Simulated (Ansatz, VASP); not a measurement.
# AlN: VASP beside Ansatz

The input INCAR:

```
SYSTEM = AlN
PREC     = Accurate       ! precision mode
ENCUT    = 520            ! plane-wave cutoff, eV
EDIFF    = 1E-8           ! SCF threshold, eV
ISMEAR   = -1             ! smearing method
SIGMA    = 0.02           ! smearing width, eV
LREAL    = .False.        ! projectors in reciprocal space
LASPH    = .True.         ! aspherical terms in the spheres
NELM     = 120            ! most SCF steps
ALGO     = Normal         ! electronic algorithm
ISIF     = 2              ! what is computed and relaxed
LWAVE    = .False.        ! write WAVECAR
LCHARG   = .False.        ! write CHGCAR
GGA      = PE             ! functional
LEFG     = .True.       
NBANDS   = 11             ! bands
GGA_COMPAT= .False.
```

File KPOINTS:

```
Automatic mesh
0
Gamma
  10 10 10
  0 0 0
```

POSCAR

```
AlN
1.0
   -0.0395600000      1.9582200000      1.9582200000
    1.9582200000     -0.0395600000      1.9582200000
    1.9582200000      1.9582200000     -0.0395600000
Al N
1 1
Direct
    0.0000000000      0.0000000000      0.0000000000
    0.5000000000      0.5000000000      0.5000000000
```

Input for Ansatz:

```yaml
crystal:
  lattice:
    - [-0.03956, 1.95822, 1.95822]
    - [1.95822, -0.03956, 1.95822]
    - [1.95822, 1.95822, -0.03956]
  atoms:
    - { symbol: Al, position: [0.0, 0.0, 0.0] }
    - { symbol: "N", position: [0.5, 0.5, 0.5] }
kpoints:
  mp_grid: { grid: [10, 10, 10] }
scf:
  occupations: { method: fermi_dirac, width: 0.02 }
hamiltonian:
  xc: pbe
  pseudopotentials: { kind: paw }
output:
  forces: true
  stress: true
  eigenvalues: true
  efg: { contact_densities: true }
  write_density: true
  write_potential: true
  elf: true
  volumetric_format: npy
```

Change from the starting cell: equal xy, yz and zx shear strains of -2 %, PAW files.

Alike in both runs: task electric field gradients; functional PBE; k mesh 10 × 10 × 10; occupations fermi-dirac, width 0.02 eV; no spin polarisation.

```csv
,VASP,Ansatz
version,VASP 6.6.1,Ansatz 0.2.0
potentials or method,"VASP PAW PBE potentials, release 64 (Al, N)","PAW with Ansatz's default frozen-core files, scalar-relativistic"
plane-wave cutoff (eV),520,420
valence electrons in the cell,8,8
```

|  | VASP | Ansatz | Ansatz less VASP |
| --- | --- | --- | --- |
| gap on the k mesh at the Fermi level (eV) | 4.60 | 4.60 | +0.004 |
| pressure (GPa) | 25.4 | 25.7 | +0.33 |
| traceless stress, the component that is largest in VASP (GPa) | 6.68 | 6.67 | -0.006 |
| size of Vzz on the site where it differs most (V/Å²) | 0.6 | 1.4 | +0.79 |
